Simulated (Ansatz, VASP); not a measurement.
# CaO: VASP beside Ansatz

Contents of INCAR:

```
SYSTEM = CaO
ALGO = Normal
EDIFF = 1E-7
ENCUT = 520
GGA = PE
ISIF = 2
ISMEAR = 0
IVDW = 12
LASPH = .True.
LCHARG = .False.
LREAL = .False.
LWAVE = .False.
NBANDS = 15
NELM = 80
PREC = Accurate
SIGMA = 0.05
```

Contents of KPOINTS:

```
k-points
0
Gamma
  8 8 8
  0 0 0
```

Contents of POSCAR:

```
CaO
1.0
    0.0000000000      2.3593119382      2.3593119382
    2.3593119382      0.0000000000      2.3593119382
    2.3593119382      2.3593119382      0.0000000000
Ca O
1 1
Direct
    0.5000000000      0.5000000000      0.5000000000
    0.0000000000      0.0000000000      0.0000000000
```

Input for Ansatz:

```yaml
crystal:
  lattice:
    - [0.0, 2.3593119382, 2.3593119382]
    - [2.3593119382, 0.0, 2.3593119382]
    - [2.3593119382, 2.3593119382, 0.0]
  atoms:
    - { symbol: Ca, position: [0.5, 0.5, 0.5] }
    - { symbol: O, position: [0.0, 0.0, 0.0] }
basis:
  ecutwfc: 420
  ecutrho_ratio: 4
kpoints:
  mp_grid: { grid: [8, 8, 8] }
hamiltonian:
  xc: pbe
  dispersion: d3bj
scf:
  occupations: { method: gaussian, width: 0.05 }
output:
  forces: true
  stress: true
  eigenvalues: true
```

Alike in both runs: task single point; functional PBE; dispersion D3(BJ); k mesh 8 × 8 × 8; occupations gaussian, width 0.05 eV; no spin polarisation.

|  | VASP | Ansatz |
| --- | --- | --- |
| version | VASP 6.6.1 | Ansatz 0.2.0 |
| potentials or method | VASP PAW PBE potentials, release 64 (Ca_sv, O), cutoff 520 eV | scalar-relativistic, plane waves, PAW |
| valence electrons in the cell | 16 | 16 |

|  | VASP | Ansatz | Ansatz less VASP |
| --- | --- | --- | --- |
| gap on the k mesh at the Fermi level (eV) | 3.61 | 3.63 | +0.022 |
| least direct gap on the mesh (eV) | 3.97 | 3.99 | +0.021 |
| pressure (GPa) | 5.8 | 5.0 | -0.77 |
